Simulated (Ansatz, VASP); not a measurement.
# One calculation of Ru, two programs

```
Ru
1.0
     2.81443    0.00000    0.00000
    -1.40721    2.43737    0.00000
     0.00000    0.00000    9.03570
Ru
4
Direct
  0.00000 0.00000 0.00000
  0.00000 0.00000 0.50000
  0.33333 0.66667 0.25000
  0.66667 0.33333 0.75000
```

Alike in both runs: task single point; functional PBE; k mesh 15 × 15 × 4; occupations fermi-dirac, width 0.1 eV; no spin polarisation.

|  | VASP | Ansatz |
| --- | --- | --- |
| version | VASP 6.6.1 | Ansatz 0.2.0 |
| potentials or method | VASP PAW PBE potentials, release 64 (Ru_pv), cutoff 520 eV | plane waves (420 eV) with PAW, scalar-relativistic |
| valence electrons in the cell | 56 | 64 |

```tsv
	VASP	Ansatz	Ansatz less VASP
pressure (GPa)	-26.5	-26.4	+0.09
traceless stress, the component that is largest in VASP (GPa)	-0.08	-0.07	+0.009
```

The functional is the same, so the differences come from potentials, cutoffs and numerics. VASP's potentials hold 56 valence electrons a cell and Ansatz's 64, so a difference there can come from the potentials and not from the codes.
